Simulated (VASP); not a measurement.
A run of VASP 6.6.1 is set up as follows.

INCAR

```
SYSTEM = CdS
ALGO = Normal
EDIFF = 1E-6
ENCUT = 520
GGA = PS
ISIF = 2
ISMEAR = -1
LASPH = .True.
LCHARG = .False.
LREAL = .False.
LWAVE = .False.
NBANDS = 16
NELM = 100
PREC = Accurate
SIGMA = 0.05
```

File KPOINTS:

```
k-points
0
Gamma
  8 8 8
  0 0 0
```

POSCAR

```
CdS
1.0
    0.0000000000      2.8770830059      2.8770830059
    2.8770830059      0.0000000000      2.8770830059
    2.8770830059      2.8770830059      0.0000000000
Cd S
1 1
Direct
    0.0000000000      0.0000000000      0.0000000000
    0.7500000000      0.7500000000      0.7500000000
```

Potentials or basis: VASP PAW PBE potentials, release 64 (Cd, S).

Command:

```sh
$ cat potpaw_PBE.64/Cd/POTCAR potpaw_PBE.64/S/POTCAR > POTCAR
$ mpirun -np 1 vasp_std > vasp.out
```

Question: Estimate the pressure.

Answer: 2.9 GPa.

Question: Estimate the band gap on the k mesh.

Answer: 1.09 eV, direct.

Caveat: the PAW data sets were made with another functional, which shifts forces and pressure a little.
